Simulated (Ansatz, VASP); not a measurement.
**Ti5Si in VASP and in Ansatz**

File INCAR:

```
SYSTEM = Ti5Si
PREC = Accurate ; ENCUT = 520
EDIFF = 1E-6 ; ISMEAR = 0
SIGMA = 0.15 ; LREAL = .FALSE.
LASPH = .TRUE. ; NELM = 100
ALGO = Fast ; ISIF = 2
LWAVE = .FALSE. ; LCHARG = .FALSE.
GGA = PE ; NBANDS = 41
```

The input KPOINTS:

```
Automatic mesh
0
G
  12 12 12
  0 0 0
```

The input POSCAR:

```
Ti5Si
1.0
    2.6504579585      1.5302426158      4.4383588902
   -2.6504579585      1.5302426158      4.4383588902
    0.0000000000     -3.0604852317      4.4383588902
Ti Si
5 1
Direct
    0.1513621527      0.1513621527      0.1513621527
    0.6045557547      0.3954442453      0.0000000000
    0.0000000000      0.6045557547      0.3954442453
    0.8486378473      0.8486378473      0.8486378473
    0.3954442453      1.0000000000      0.6045557547
    0.5000000000      0.5000000000      0.5000000000
```

Input for Ansatz:

```yaml
crystal:
  lattice:
    - [2.6504579585, 1.5302426158, 4.4383588902]
    - [-2.6504579585, 1.5302426158, 4.4383588902]
    - [0.0, -3.0604852317, 4.4383588902]
  atoms:
    - { symbol: Ti, position: [0.1513621527, 0.1513621527, 0.1513621527] }
    - { symbol: Ti, position: [0.6045557547, 0.3954442453, 0.0] }
    - { symbol: Ti, position: [0.0, 0.6045557547, 0.3954442453] }
    - { symbol: Ti, position: [0.8486378473, 0.8486378473, 0.8486378473] }
    - { symbol: Ti, position: [0.3954442453, 1.0, 0.6045557547] }
    - { symbol: Si, position: [0.5, 0.5, 0.5] }
basis:
  ecutwfc: 420
kpoints:
  mp_grid: { grid: [12, 12, 12] }
hamiltonian:
  xc: pbe
scf:
  occupations: { method: gaussian, width: 0.15 }
output:
  forces: true
  stress: true
  eigenvalues: true
```

Change from the starting cell: strain +0.050 along x and y, +0.000 along z, atoms carried along.

Alike in both runs: task single point; functional PBE; k mesh 12 × 12 × 12; occupations gaussian, width 0.15 eV; no spin polarisation.

|  | VASP | Ansatz |
| --- | --- | --- |
| version | VASP 6.6.1 | Ansatz 0.2.0 |
| potentials or method | VASP PAW PBE potentials, release 64 (Ti_sv, Si), cutoff 520 eV | scalar-relativistic, plane waves, PAW |
| valence electrons in the cell | 64 | 64 |

Ansatz gave:

```
gap on the k mesh at the Fermi level (eV)                     : none
pressure (GPa)                                                : -9.5
traceless stress, the component that is largest in VASP (GPa) : 2.50
rms of the force components (eV/Å)                            : 0.062
```

Problem. Estimate VASP's values.

Solution. gap on the k mesh at the Fermi level (eV): none; pressure (GPa): -9.5; traceless stress, the component that is largest in VASP (GPa): 2.49; rms of the force components (eV/Å): 0.062.

Atom by atom the forces differ by 0.000 eV/Å (rms over components). A gap of «none» marks a metal or a gap that the smearing closes. With one functional, cell and mesh, what is left measures potentials, basis and numerics.
